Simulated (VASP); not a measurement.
Here is a VASP 6.6.1 calculation.

INCAR

```
ALGO = Fast ; EDIFF = 1E-7
ENCUT = 520 ; GGA = PS
ISIF = 2 ; ISMEAR = 0
LASPH = True ; LCHARG = False
LREAL = False ; LWAVE = False
NBANDS = 30 ; NELM = 60
PREC = Accurate ; SIGMA = 0.15
```

File KPOINTS:

```
k-points
0
Gamma
  24 24 6
```

File POSCAR:

```
Au
1.0
   -1.4325950641     -2.4813274378      0.0000000000
    1.4325950641     -2.4813274378      0.0000000000
    0.0000000000      0.0000000000      9.5811559621
Au
4
Direct
    0.6666666667      0.6666666667      0.3750000000
    0.6666666667      0.6666666667      0.8750000000
    0.3333333333      0.3333333333      0.1250000000
    0.3333333333      0.3333333333      0.6250000000
```

Potentials or basis: VASP PAW PBE potentials, release 64 (Au).

The run is started by

```sh
$ cat potpaw_PBE.64/Au/POTCAR > POTCAR
$ mpirun -np 1 vasp_std > vasp.out
```

Q: Estimate the band gap on the k mesh.

A: Zero (bands 22 and 23 overlap by 5.08 eV).

Q: What does it give for the pressure?

A: -0.3 GPa.

Caveat: the PAW data sets were made with another functional, which shifts forces and pressure a little; spin-orbit coupling is left out, which moves the levels of the heavy elements.
